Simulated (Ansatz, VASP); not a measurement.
## ZrC in VASP and in Ansatz

The input INCAR:

```
PREC = Accurate ; ENCUT = 520
EDIFF = 1E-6 ; ISMEAR = 0
SIGMA = 0.15 ; LREAL = False
LASPH = True ; NELM = 80
ALGO = Normal ; ISIF = 2
LWAVE = False ; LCHARG = False
GGA = PS ; NBANDS = 15
```

Contents of KPOINTS:

```
regular mesh
0
Gamma
  18 18 18
```

Contents of POSCAR:

```
ZrC
1.0
    0.0000000000      2.1621932000      2.5382268000
    2.1621932000      0.0000000000      2.5382268000
    2.1621932000      2.1621932000      0.0000000000
Zr C
1 1
Direct
    0.5000000000      0.5000000000      0.5000000000
    0.0000000000      0.0000000000      0.0000000000
```

Input for Ansatz:

```yaml
crystal:
  lattice:
    - [0.0, 2.1621932, 2.5382268]
    - [2.1621932, 0.0, 2.5382268]
    - [2.1621932, 2.1621932, 0.0]
  atoms:
    - { symbol: Zr, position: [0.5, 0.5, 0.5] }
    - { symbol: C, position: [0.0, 0.0, 0.0] }
basis:
  ecutwfc: 420
kpoints:
  mp_grid: { grid: [18, 18, 18] }
hamiltonian:
  xc: pbesol
scf:
  occupations: { method: gaussian, width: 0.15 }
output:
  forces: true
  stress: true
  eigenvalues: true
```

Change from the starting cell: strain -0.080 along x and y, +0.080 along z, atoms carried along.

Alike in both runs: task single point; functional PBEsol; k mesh 18 × 18 × 18; occupations gaussian, width 0.15 eV; no spin polarisation.

|  | VASP | Ansatz |
| --- | --- | --- |
| version | VASP 6.6.1 | Ansatz 0.2.0 |
| potentials or method | VASP PAW PBE potentials, release 64 (Zr_sv, C), cutoff 520 eV | scalar-relativistic, plane waves, PAW |
| valence electrons in the cell | 16 | 16 |

VASP gave:

* gap on the k mesh at the Fermi level (eV): none
* pressure (GPa): 32.0
* traceless stress, the component that is largest in VASP (GPa): -50.40

Which values does Ansatz return?

gap on the k mesh at the Fermi level (eV): none; pressure (GPa): 31.5; traceless stress, the component that is largest in VASP (GPa): -50.10.

VASP's potentials were made for PBE, not for PBEsol. A gap of «none» marks a metal or a gap that the smearing closes. Both programs put the cell under a high pressure, so it lies far from rest at this level. The functional is the same, so the differences come from potentials, cutoffs and numerics.
